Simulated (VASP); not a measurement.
# GaN (F-43m) in VASP: notebook, part 3 of 3

VASP 6.6.1. The steps go on from the part before.

## (6) Single point, PBE

This run uses another cell than the first one, of 11.90 Å³/atom, 1.106 times its volume.

INCAR reads:

```
SYSTEM = GaN
  PREC = Accurate
  ENCUT = 520
  EDIFF = 1E-6
  ISMEAR = 0
  SIGMA = 0.01
  LREAL = .False.
  LASPH = .True.
  NELM = 60
  ALGO = Normal
  ISIF = 2
  LWAVE = .False.
  LCHARG = .False.
  GGA = PE
  NBANDS = 16
```

KPOINTS reads:

```
regular mesh
0
Gamma
  8 8 8
  0 0 0
```

POSCAR reads:

```
GaN
1.0
    0.0000000000      2.2831557297      2.2831557297
    2.2831557297      0.0000000000      2.2831557297
    2.2831557297      2.2831557297      0.0000000000
Ga N
1 1
Direct
    0.0000000000      0.0000000000      0.0000000000
    0.7500000000      0.7500000000      0.7500000000
```

Potentials or basis: VASP PAW PBE potentials, release 64 (Ga_d, N).

The run is started by

```sh
> cat potpaw_PBE.64/Ga_d/POTCAR potpaw_PBE.64/N/POTCAR > POTCAR
> mpirun -np 1 vasp_std > vasp.out
```

OUTCAR:

```text
SYSTEM = GaN
   PREC = Accurate
   ENCUT = 520
   EDIFF = 1E-6
   ISMEAR = 0
   LREAL = .False.
   LASPH = .True.
   NELM = 60
   ISIF = 2
   GGA = PE

 ion  position               nearest neighbor table
   1  0.000  0.000  0.000-   2 1.98   2 1.98   2 1.98   2 1.98
   2  0.750  0.750  0.750-   1 1.98   1 1.98   1 1.98   1 1.98

  LATTYP: Found a face centered cubic cell.
 ALAT       =     4.5663114594

  Lattice vectors:

 A1 = (   0.0000000000,   2.2831557297,   2.2831557297)
 A2 = (   2.2831557297,   0.0000000000,   2.2831557297)
 A3 = (   2.2831557297,   2.2831557297,   0.0000000000)

Analysis of symmetry for initial positions (statically):
[... 5 lines left out ...]
 face centered cubic supercell.

 Subroutine GETGRP returns: Found 24 space group operations
 (whereof 24 operations were pure point group operations)
 out of a pool of 48 trial point group operations.

The static configuration has the point symmetry T_d .

Analysis of symmetry for dynamics (positions and initial velocities):
[... 5 lines left out ...]
 face centered cubic supercell.

 Subroutine GETGRP returns: Found 24 space group operations
 (whereof 24 operations were pure point group operations)
 out of a pool of 48 trial point group operations.

The dynamic configuration has the point symmetry T_d .

 Subroutine INISYM returns: Found 24 space group operations
 (whereof 24 operations are pure point group operations),
 and found     1 'primitive' translations

----------------------------------------------------------------------------------------

                                     Primitive cell

  volume of cell :      23.8033

  direct lattice vectors                    reciprocal lattice vectors
     0.000000000  2.283155730  2.283155730    -0.218995136  0.218995136  0.218995136
     2.283155730  0.000000000  2.283155730     0.218995136 -0.218995136  0.218995136
     2.283155730  2.283155730  0.000000000     0.218995136  0.218995136 -0.218995136

  length of vectors
[... 93 lines left out ...]
   NELECT =      18.0000    total number of electrons
   NUPDOWN=      -1.0000    fix difference up-down
   EMIN   =  10.00;   EMAX   =-10.00  energy-range for DOS
   EFERMI =   0.00;   METHOD = LEGACY
   ISMEAR =     0;   SIGMA  =   0.01  broadening in eV -4-tet -1-fermi 0-gaus
   EFERMI_NEDOS =   21; number of points for ismear=-14 and -15
   IALGO  =     38    algorithm
   IMIX   =      4    mixing-type and parameters
     AMIX     =   0.40;   BMIX     =  1.00
     AMIX_MAG =   1.60;   BMIX_MAG =  1.00
  volume/ion in A,a.u.               =      11.90        80.32
  Fermi-wavevector in a.u.,A,eV,Ry     =   1.491489  2.818506 30.266707  2.224540
  Thomas-Fermi vector in A             =   2.604138
   LORBIT       =      0    0 simple, 1 ext, 2 COOP (PROOUT), +10 PAW based schemes
   GGA     = PE    functional components
   LHFCALC =     F    Hartree Fock is set to
   AEXX    =    0.0000 exact exchange contribution
   IVDW    =     0    specifies the selected vdW correction
   LEPSILON=     F    determine dielectric tensor
   LRPA    =     F    only Hartree local field effects (RPA)
 non-spin polarized calculation
 Gauss-broadening in eV      SIGMA  =   0.01
  energy-cutoff  :      520.00
  volume of cell :       23.80
 maximum number of plane-waves:       652
   NGX = 13   NGY = 13   NGZ = 13

 number of electron      17.9999983 magnetization

 Free energy of the ion-electron system (eV)
  ---------------------------------------------------
  ext. energy  EPLUGINS =         0.00000000
  ---------------------------------------------------
  free energy    TOTEN  =       -12.15163361 eV

  energy without entropy =      -12.15163361  energy(sigma->0) =      -12.15163361

 E-fermi :   4.9892     XC(G=0): -11.4586

 val. band max:        4.8645093066   @ k =   0.0000   0.0000   0.0000
 cond. band min:       6.3356832117   @ k =   0.0000   0.0000   0.0000
 fundamental gap:      1.4711739051
 Fermi energy:         4.9892314176

 k-point     1 :       0.0000    0.0000    0.0000
  band No.  band energies     occupation
      1     -10.7424      2.00000
      2      -8.5523      2.00000
      3      -8.5523      2.00000
      4      -8.5523      2.00000
      5      -8.2704      2.00000
      6      -8.2704      2.00000
[... 433 lines left out ...]
      3      -8.4042      2.00000
      4      -8.2864      2.00000
      5      -8.2404      2.00000
      6      -6.7207      2.00000
[... 8 lines left out ...]
     15      23.2903      0.00000
     16      25.4520      0.00000

 [... further k-points ...]
[... 5 lines left out ...]
  --------------------------------------------------------------------------------------
  -------------------------------------------------------------------------------------
  Total       -0.2756162     -0.2756162     -0.2756162      0.0000000     -0.0000000     -0.0000000
  in kB      -18.5514845    -18.5514845    -18.5514845      0.0000000     -0.0000000     -0.0000000
  external PRESSURE =     -18.5514845 kB  Pullay stress =       0.0000000 kB

 VOLUME and BASIS-vectors are now :
 -----------------------------------------------------------------------------
  energy-cutoff  :      520.00
  volume of cell :       23.80
      direct lattice vectors                 reciprocal lattice vectors
     0.000000000  2.283155730  2.283155730    -0.218995136  0.218995136  0.218995136
     2.283155730  0.000000000  2.283155730     0.218995136 -0.218995136  0.218995136
     2.283155730  2.283155730  0.000000000     0.218995136  0.218995136 -0.218995136

 POSITION                                       TOTAL-FORCE (eV/Angst)
 -----------------------------------------------------------------------------------
      0.00000      0.00000      0.00000         0.000000      0.000000      0.000000
      3.42473      3.42473      3.42473        -0.000000     -0.000000     -0.000000
 -----------------------------------------------------------------------------------
    total drift:                               -0.000002     -0.000002     -0.000001

  FREE ENERGIE OF THE ION-ELECTRON SYSTEM (eV)
  ---------------------------------------------------
  free  energy   TOTEN  =       -12.1516336133 eV

  energy  without entropy=      -12.1516336133  energy(sigma->0) =      -12.15163361
```

Wall time 20 s (1 thread of Intel Xeon 8259CL, shared host); peak memory 0.14 GiB.

What came out:

```
Free energy            : -12.1516 eV
Pressure               : -1.9 GPa
Band gap on the k mesh : 1.47 eV, direct
```

## (7) The runs side by side

| cell | gap on the mesh (eV) | pressure (GPa) |
| --- | --- | --- |
| a = 3.122 Å, angles 60.0°, 2 atoms | 2.12 | 18.6 |
| a = 3.144 Å, angles 60.0°, 2 atoms | 1.99 | 13.7 |
| a = 3.166 Å, angles 60.0°, 2 atoms | 1.85 | 9.1 |
| a = 3.208 Å, angles 60.0°, 2 atoms | 1.60 | 1.4 |
| a = 3.229 Å, angles 60.0°, 2 atoms | 1.47 | -1.9 |

Alike in all rows: task single point; level PBE; potentials or basis VASP PAW PBE potentials, release 64 (Ga_d, N); no spin polarisation; k mesh 8 × 8 × 8; cutoff (eV) 520; smearing gaussian 0.01 eV.

Absolute energies hang on the potentials; compare differences alone.
